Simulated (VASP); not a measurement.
# In2SbN3 (Amm2) in VASP: single point with PBE

Aim: the single point of In2SbN3 with PBE.

All numbers are computed with VASP 6.6.1; they aren't measurements. Logs are shortened: lines on timing, memory, paths and dates and some standing lists are left out, and cuts for length are marked.

## (1) The cell of the first run

The structure is orthorhombic, space group Amm2 (No. 38). The conventional cell has a = 12.912 Å, b = 4.922 Å, c = 5.235 Å, α = 90.00°, β = 90.00°, γ = 90.00°. Within 3.2 Å of In (site symmetry m) lie 1 N at 2.40 Å. Within 2.8 Å of Sb (site symmetry mm2) lie 3 N at 2.13 to 2.51 Å. N (site symmetry m) has 1 N at 1.10 Å within 1.5 Å. N (site symmetry m) has 1 N at 1.10 Å within 1.5 Å. N (site symmetry mm2) has 3 Sb at 2.13 to 2.51 Å and 2 In at 2.40 Å within 2.8 Å.

## (2) Single point, PBE

INCAR reads:

```
SYSTEM = In2SbN3
PREC     = Accurate       ! precision mode
ENCUT    = 600            ! plane-wave cutoff, eV
EDIFF    = 1E-6           ! SCF threshold, eV
ISMEAR   = 0              ! smearing method
SIGMA    = 0.2            ! smearing width, eV
LREAL    = .False.        ! projectors in reciprocal space
LASPH    = .True.         ! aspherical terms in the spheres
NELM     = 120            ! most SCF steps
ALGO     = Normal         ! electronic algorithm
ISIF     = 2              ! what is computed and relaxed
LWAVE    = .False.        ! write WAVECAR
LCHARG   = .True.         ! write CHGCAR
GGA      = PE             ! functional
LELF     = .True.         ! ELF
LVHAR    = .True.       
NBANDS   = 58             ! bands
GGA_COMPAT= .False.
```

KPOINTS reads:

```
regular mesh
0
Gamma
  6 4 2
  0 0 0
```

POSCAR reads:

```
In2SbN3
1.0
    0.0000000000      2.4608571709     -2.6174869058
    0.0000000000      4.9217143418      5.2349738117
   12.9122029144      0.0000000000      0.0000000000
In Sb N
4 2 6
Direct
    0.3504677168      0.3247661416      0.8160747706
    0.3504677168      0.8247661416      0.8160747706
    0.3504677168      0.3247661416      0.1839252294
    0.3504677168      0.8247661416      0.1839252294
    0.8225155207      0.0887422397      0.0000000000
    0.8225155207      0.5887422397      0.0000000000
    0.7612226448      0.0074595472      0.5000000000
    0.7612226448      0.5074595472      0.5000000000
    0.9850809056      0.1193886776      0.5000000000
    0.9850809056      0.6193886776      0.5000000000
    0.4158780254      0.2920609873      0.0000000000
    0.4158780254      0.7920609873      0.0000000000
```

Potentials or basis: VASP PAW PBE potentials, release 64 (In_d, Sb, N).

Launch:

```
> cat potpaw_PBE.64/In_d/POTCAR potpaw_PBE.64/Sb/POTCAR potpaw_PBE.64/N/POTCAR > POTCAR
> mpirun -np 1 vasp_std > vasp.out
```

OUTCAR:

```text
SYSTEM = In2SbN3
   PREC = Accurate
   ENCUT = 600
   EDIFF = 1E-6
   ISMEAR = 0
   LREAL = .False.
   LASPH = .True.
   NELM = 120
   ISIF = 2
   GGA = PE

 ion  position               nearest neighbor table
   1  0.350  0.325  0.816-  11 2.40   5 3.42   6 3.42   5 3.43   2 3.59   2 3.59   6 3.64
   2  0.350  0.825  0.816-  12 2.40   6 3.42   5 3.42   6 3.43   1 3.59   1 3.59   5 3.64
   3  0.350  0.325  0.184-  11 2.40   5 3.42   6 3.42   5 3.43   4 3.59   4 3.59   6 3.64
   4  0.350  0.825  0.184-  12 2.40   6 3.42   5 3.42   6 3.43   3 3.59   3 3.59   5 3.64
   5  0.823  0.089  0.000-  11 2.13  11 2.51  12 2.51   3 3.42   1 3.42   2 3.42   4 3.42   3 3.43
                             1 3.43   6 3.59   6 3.59   4 3.64   2 3.64
   6  0.823  0.589  0.000-  12 2.13  12 2.51  11 2.51   4 3.42   2 3.42   1 3.42   3 3.42   2 3.43
                             4 3.43   5 3.59   5 3.59   1 3.64   3 3.64
   7  0.761  0.007  0.500-   9 1.10
   8  0.761  0.507  0.500-  10 1.10
   9  0.985  0.119  0.500-   7 1.10
  10  0.985  0.619  0.500-   8 1.10
  11  0.416  0.292  0.000-   5 2.13   3 2.40   1 2.40   5 2.51   6 2.51
  12  0.416  0.792  0.000-   6 2.13   4 2.40   2 2.40   6 2.51   5 2.51

  LATTYP: Found a simple monoclinic cell.
 ALAT       =     3.5926391021
 B/A-ratio  =     3.5940718084
 C/A-ratio  =     2.0000000000
 COS(beta)  =    -0.0616267338

  Lattice vectors:

 A1 = (   0.0000000000,   2.4608571709,  -2.6174869058)
 A2 = ( -12.9122029144,   0.0000000000,   0.0000000000)
 A3 = (   0.0000000000,   4.9217143418,   5.2349738117)

Analysis of symmetry for initial positions (statically):
=====================================================================
 Subroutine PRICEL returns following result:

  LATTYP: Found a base centered orthorhombic cell.
 ALAT       =     4.9217143418
 B/A-ratio  =     1.0636484461
 C/A-ratio  =     2.6235173392

  Lattice vectors:

 A1 = (   0.0000000000,   2.4608571709,  -2.6174869058)
 A2 = (   0.0000000000,   2.4608571709,   2.6174869058)
 A3 = (  12.9122029144,   0.0000000000,   0.0000000000)

   2 primitive cells build up your supercell.

 Routine SETGRP: Setting up the symmetry group for a
 simple monoclinic supercell.

 Subroutine GETGRP returns: Found  2 space group operations
 (whereof  2 operations were pure point group operations)
 out of a pool of  4 trial point group operations.

The static configuration has the point symmetry C_1h.

Analysis of symmetry for dynamics (positions and initial velocities):
=====================================================================
 Subroutine PRICEL returns following result:

  LATTYP: Found a base centered orthorhombic cell.
 ALAT       =     4.9217143418
 B/A-ratio  =     1.0636484461
 C/A-ratio  =     2.6235173392

  Lattice vectors:

 A1 = (   0.0000000000,   2.4608571709,  -2.6174869058)
 A2 = (   0.0000000000,   2.4608571709,   2.6174869058)
 A3 = (  12.9122029144,   0.0000000000,   0.0000000000)

   2 primitive cells build up your supercell.

 Routine SETGRP: Setting up the symmetry group for a
 simple monoclinic supercell.

 Subroutine GETGRP returns: Found  2 space group operations
 (whereof  2 operations were pure point group operations)
 out of a pool of  4 trial point group operations.

The dynamic configuration has the point symmetry C_1h.

 Subroutine INISYM returns: Found  2 space group operations
 (whereof  2 operations are pure point group operations),
 and found     2 'primitive' translations

----------------------------------------------------------------------------------------

                                     Primitive cell

  volume of cell :     166.3417

  direct lattice vectors                    reciprocal lattice vectors
     0.000000000  2.460857171 -2.617486906     0.000000000  0.203181235 -0.191022923
     0.000000000  2.460857171  2.617486906     0.000000000  0.203181235  0.191022923
    12.912202914  0.000000000  0.000000000     0.077446119  0.000000000  0.000000000

  length of vectors
     3.592639102  3.592639102 12.912202914     0.278876983  0.278876983  0.077446119

  position of ions in fractional coordinates (direct lattice)
     0.350467717  0.649532283  0.816074771
     0.350467717  0.649532283  0.183925229
     0.822515521  0.177484479  0.000000000
     0.761222645  0.014919094  0.500000000
     0.985080906  0.238777355  0.500000000
     0.415878025  0.584121975  0.000000000

  ion indices of the primitive-cell ions
   primitive index   ion index
                 1           1
                 2           3
                 3           5
                 4           8
                 5           9
                 6          11

----------------------------------------------------------------------------------------

 KPOINTS: regular mesh

Automatic generation of k-mesh.
 Grid dimensions read from file:
 generate k-points for:    6    4    2

 Generating k-lattice:

  Cartesian coordinates                     Fractional coordinates (reciprocal lattice)
     0.000000000  0.033863539 -0.031837154     0.166666667  0.000000000  0.000000000
     0.000000000  0.025397654  0.023877865     0.000000000  0.250000000  0.000000000
     0.038723059  0.000000000  0.000000000     0.000000000  0.000000000  0.500000000

  Length of vectors
     0.046479497  0.034859623  0.038723059

  Shift w.r.t. Gamma in fractional coordinates (k-lattice)
     0.000000000  0.000000000  0.000000000

 Subroutine IBZKPT returns following result:
 ===========================================

 Found     28 irreducible k-points:

 Following reciprocal coordinates:
            Coordinates               Weight
  0.000000  0.000000  0.000000      1.000000
  0.166667 -0.000000  0.000000      2.000000
  0.333333 -0.000000  0.000000      2.000000
  0.500000  0.000000  0.000000      1.000000
 -0.000000  0.250000  0.000000      2.000000
  0.166667  0.250000  0.000000      2.000000
[... 16 lines left out ...]
 -0.333333  0.250000  0.500000      2.000000
 -0.166667  0.250000  0.500000      2.000000
 [... further k-points ...]
   k-points           NKPTS =     28   k-points in BZ     NKDIM =     28   number of bands    NBANDS=     58
   number of dos      NEDOS =    301   number of ions     NIONS =     12
   total plane-waves  NPLWV = 194400
   dimension x,y,z NGX =    30 NGY =   60 NGZ =  108
   dimension x,y,z NGXF=    60 NGYF=  120 NGZF=  216
   ions per type =               4   2   6
   NGX,Y,Z   is equivalent  to a cutoff of  13.88, 13.88, 13.91 a.u.
   NGXF,Y,Z  is equivalent  to a cutoff of  27.76, 27.76, 27.81 a.u.
 SYSTEM =  In2SbN3
   PREC   = accura    normal or accurate (medium, high low for compatibility)
   ISTART =      0    job   : 0-new  1-cont  2-samecut
   ICHARG =      2    charge: 1-file 2-atom 10-const
   ISPIN  =      1    spin polarized calculation?
   LNONCOLLINEAR =      F non collinear calculations
   LSORBIT =      F    spin-orbit coupling
   LASPH  =      T    aspherical Exc in radial PAW
   ENCUT  =  600.0 eV  44.10 Ry    6.64 a.u.   7.18 14.35 25.79*2*pi/ulx,y,z
   NELM   =    120;   NELMIN=  2; NELMDL= -5     # of ELM steps
   EDIFF  = 0.1E-05   stopping-criterion for ELM
   LREAL  =      F    real-space projection
   EDIFFG = 0.1E-04   stopping-criterion for IOM
   NSW    =      0    number of steps for IOM
   IBRION =     -1    ionic relax: 0-MD 1-quasi-New 2-CG
   NFREE  =      0    steps in history (QN), initial steepest desc. (CG)
   ISIF   =      2    stress and relaxation
   ISYM   =      2    0-nonsym 1-usesym 2-fastsym
   POTIM  = 0.5000    time-step for ionic-motion
   TEBEG  =    0.0;   TEEND  =   0.0 temperature during run
   PSTRESS=    0.0 pullay stress
   NELECT =      92.0000    total number of electrons
   NUPDOWN=      -1.0000    fix difference up-down
   EMIN   =  10.00;   EMAX   =-10.00  energy-range for DOS
   EFERMI =   0.00;   METHOD = LEGACY
   ISMEAR =     0;   SIGMA  =   0.20  broadening in eV -4-tet -1-fermi 0-gaus
   EFERMI_NEDOS =   21; number of points for ismear=-14 and -15
   IALGO  =     38    algorithm
   IMIX   =      4    mixing-type and parameters
     AMIX     =   0.40;   BMIX     =  1.00
     AMIX_MAG =   1.60;   BMIX_MAG =  1.00
  volume/ion in A,a.u.               =      27.72       187.09
  Fermi-wavevector in a.u.,A,eV,Ry     =   1.066581  2.015545 15.477909  1.137594
  Thomas-Fermi vector in A             =   2.202169
   LORBIT       =      0    0 simple, 1 ext, 2 COOP (PROOUT), +10 PAW based schemes
   GGA     = PE    functional components
   LHFCALC =     F    Hartree Fock is set to
   AEXX    =    0.0000 exact exchange contribution
   IVDW    =     0    specifies the selected vdW correction
   LEPSILON=     F    determine dielectric tensor
   LRPA    =     F    only Hartree local field effects (RPA)
 non-spin polarized calculation
 Gauss-broadening in eV      SIGMA  =   0.20
  energy-cutoff  :      600.00
  volume of cell :      332.68
 maximum number of plane-waves:     11150
 NGX is ok and might be reduce to    30
   NGX = 15   NGY = 29   NGZ = 51

 number of electron      92.0000000 magnetization

 Free energy of the ion-electron system (eV)
  ---------------------------------------------------
  ext. energy  EPLUGINS =         0.00000000
  ---------------------------------------------------
  free energy    TOTEN  =       -64.78291143 eV

  energy without entropy =      -64.74003687  energy(sigma->0) =      -64.76147415

 E-fermi :   3.0035     XC(G=0):  -7.8702

 val. band max:        2.9911074288   @ k =  -0.0000   0.2500   0.5000
 cond. band min:       3.0253732427   @ k =   0.1667   0.2500   0.0000
 fundamental gap:      0.0342658139
 Fermi energy:         3.0034767184

 k-point     1 :       0.0000    0.0000    0.0000
  band No.  band energies     occupation
      1     -21.2196      2.00000
      2     -21.1714      2.00000
      3     -12.7871      2.00000
      4     -12.1892      2.00000
      5     -11.5314      2.00000
      6     -11.5309      2.00000
[... 1453 lines left out ...]
     57       6.5157      0.00000
     58       6.8761      0.00000

 [... further k-points ...]

------------------------ aborting loop because EDIFF is reached ----------------------------------------

  FORCE on cell =-STRESS in cart. coord.  units (eV):
  Direction    XX          YY          ZZ          XY          YZ          ZX
  --------------------------------------------------------------------------------------
  -------------------------------------------------------------------------------------
  Total        0.5940925      2.7609395     -0.3746704      0.0000000      0.6676431      0.0000000
  in kB        2.8611026     13.2964657     -1.8043829      0.0000000      3.2153160      0.0000000
  external PRESSURE =       4.7843951 kB  Pullay stress =       0.0000000 kB

 VOLUME and BASIS-vectors are now :
 -----------------------------------------------------------------------------
  energy-cutoff  :      600.00
  volume of cell :      332.68
      direct lattice vectors                 reciprocal lattice vectors
     0.000000000  2.460857171 -2.617486906     0.000000000  0.203181235 -0.191022923
     0.000000000  4.921714342  5.234973812     0.000000000  0.101590618  0.095511462
    12.912202914  0.000000000  0.000000000     0.077446119  0.000000000  0.000000000

 POSITION                                       TOTAL-FORCE (eV/Angst)
 -----------------------------------------------------------------------------------
     10.53732      2.46086      0.78280        -0.069739      0.000903      0.005333
     10.53732      4.92171      3.40028        -0.069739      0.000903      0.005333
      2.37488      2.46086      0.78280         0.069739      0.000903      0.005333
      2.37488      4.92171      3.40028         0.069739      0.000903      0.005333
      0.00000      2.46086     -1.68836        -0.000000     -0.013730     -0.033524
      0.00000      4.92171      0.92913        -0.000000     -0.013730     -0.033524
      6.45610      1.90997     -1.95344        -0.000000     -1.663169     -0.000160
      6.45610      4.37083      0.66405        -0.000000     -1.663169     -0.000160
      6.45610      3.01174     -1.95344        -0.000000      1.663152      0.000216
      6.45610      5.47260      0.66405        -0.000000      1.663152      0.000216
      0.00000      2.46086      0.44038        -0.000000      0.011943      0.022803
      0.00000      4.92171      3.05786        -0.000000      0.011943      0.022803
 -----------------------------------------------------------------------------------
    total drift:                               -0.000000      0.000016     -0.000469

  FREE ENERGIE OF THE ION-ELECTRON SYSTEM (eV)
  ---------------------------------------------------
  free  energy   TOTEN  =       -64.7829114329 eV

  energy  without entropy=      -64.7400368678  energy(sigma->0) =      -64.76147415
```

It took 19 min on 1 thread of Intel Xeon Platinum 8488C (Sapphire Rapids), shared host; peak memory 0.81 GiB.

Results:

| Property | Result |
| --- | --- |
| Free energy | -64.7829 eV |
| Pressure | 0.5 GPa |
| Largest force | 1.663 eV/Å |
| Band gap on the k mesh | zero (bands 46 and 47 overlap by 0.59 eV) |

Forces on the atoms (eV/Å):
```
In  -0.070  0.001  0.005
In  -0.070  0.001  0.005
In   0.070  0.001  0.005
In   0.070  0.001  0.005
Sb   0.000 -0.014 -0.034
Sb   0.000 -0.014 -0.034
N    0.000 -1.663  0.000
N    0.000 -1.663  0.000
N    0.000  1.663  0.000
N    0.000  1.663  0.000
N    0.000  0.012  0.023
N    0.000  0.012  0.023
```

Stress tensor (GPa, compression positive):
```
 0.29  0.00  0.00
 0.00  1.33  0.32
 0.00  0.32 -0.18
```

Levels at points of the mesh, in eV from the Fermi level:
```tsv
k point	band 42	band 43	band 44	band 45	band 46	band 47	band 48	band 49	band 50	band 51
(0.00, 0.00, 0.00)	-2.97	-2.76	-1.34	-0.97	-0.25	0.69	0.92	1.22	1.87	1.96
(0.50, 0.00, 0.00)	-1.54	-1.34	-1.06	-0.97	-0.25	-0.07	0.26	0.32	0.58	0.68
(0.00, 0.50, 0.00)	-2.34	-2.18	-2.18	-0.59	-0.59	1.43	1.43	1.76	1.76	2.26
(0.50, 0.50, 0.00)	-2.66	-2.41	-2.41	-1.02	-1.02	-0.04	-0.04	1.76	1.76	1.99
(0.00, 0.00, 0.50)	-2.97	-2.77	-1.32	-0.97	-0.25	0.67	0.91	1.22	1.93	1.95
(0.50, 0.00, 0.50)	-1.54	-1.32	-1.06	-0.97	-0.25	-0.07	0.27	0.32	0.57	0.66
(0.00, 0.50, 0.50)	-2.34	-2.18	-2.18	-0.58	-0.58	1.44	1.44	1.75	1.75	2.01
(0.50, 0.50, 0.50)	-2.66	-2.41	-2.41	-1.01	-1.01	-0.04	-0.04	1.80	1.80	1.87
```

Caveat: the standard files for N, O and F lose accuracy on very short bonds; semilocal functionals underestimate gaps, so a narrow gap can read as zero; spin-orbit coupling is left out, which moves the levels of the heavy elements; forces of over 1 eV/Å act on the atoms, so gaps and moduli don't describe the material at rest.
